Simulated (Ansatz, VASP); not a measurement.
## Two plane-wave programs on S

INCAR

```
SYSTEM = S
  PREC = Accurate
  ENCUT = 520
  EDIFF = 1E-6
  ISMEAR = 0
  SIGMA = 0.15
  LREAL = .False.
  LASPH = .True.
  NELM = 100
  ALGO = Normal
  ISIF = 2
  LWAVE = .False.
  LCHARG = .False.
  GGA = PE
  IVDW = 12
  NBANDS = 34
```

KPOINTS

```
regular mesh
0
Gamma
  9 16 5
  0 0 0
```

File POSCAR:

```
S
1.0
    0.0000000000     -5.4762743414      0.0000000000
    0.0000000000      0.0000000000     -2.9602546931
   10.9525486828     -1.0952548683      0.0000000000
S
8
Direct
    0.0599323779      0.5000000000      0.3136671009
   -0.0400676221      0.5000000000      0.8136671009
    0.6900676221      0.5000000000      0.9363328991
    0.7900676221      0.5000000000      0.4363328991
    0.3646007817      0.0000000000      0.0636671009
    0.2646007817      0.0000000000      0.5636671009
    0.5853992183      0.0000000000      0.1863328991
    0.4853992183      0.0000000000      0.6863328991
```

Input for Ansatz:

```yaml
crystal:
  lattice:
    - [0.0, -5.4762743414, 0.0]
    - [0.0, 0.0, -2.9602546931]
    - [10.9525486828, -1.0952548683, 0.0]
  atoms:
    - { symbol: S, position: [0.0599323779, 0.5, 0.3136671009] }
    - { symbol: S, position: [-0.0400676221, 0.5, 0.8136671009] }
    - { symbol: S, position: [0.6900676221, 0.5, 0.9363328991] }
    - { symbol: S, position: [0.7900676221, 0.5, 0.4363328991] }
    - { symbol: S, position: [0.3646007817, 0.0, 0.0636671009] }
    - { symbol: S, position: [0.2646007817, 0.0, 0.5636671009] }
    - { symbol: S, position: [0.5853992183, 0.0, 0.1863328991] }
    - { symbol: S, position: [0.4853992183, 0.0, 0.6863328991] }
basis:
  ecutwfc: 420
kpoints:
  mp_grid: { grid: [9, 16, 5] }
hamiltonian:
  xc: pbe
  dispersion: d3bj
scf:
  occupations: { method: gaussian, width: 0.15 }
output:
  forces: true
  stress: true
  eigenvalues: true
```

Alike in both runs: task single point; functional PBE; dispersion D3(BJ); k mesh 9 × 16 × 5; occupations gaussian, width 0.15 eV; no spin polarisation.

|  | VASP | Ansatz |
| --- | --- | --- |
| version | VASP 6.6.1 | Ansatz 0.2.0 |
| potentials or method | VASP PAW PBE potentials, release 64 (S), cutoff 520 eV | scalar-relativistic, plane waves, PAW |
| valence electrons in the cell | 48 | 48 |

```csv
,VASP,Ansatz,Ansatz less VASP
gap on the k mesh at the Fermi level (eV),none,none,-
pressure (GPa),1.6,2.2,+0.60
"traceless stress, the component that is largest in VASP (GPa)",1.88,1.87,-0.012
rms of the force components (eV/Å),0.417,0.402,-0.0149
```

Atom by atom the forces differ by 0.140 eV/Å (rms over components). A gap of «none» marks a metal or a gap that the smearing closes.
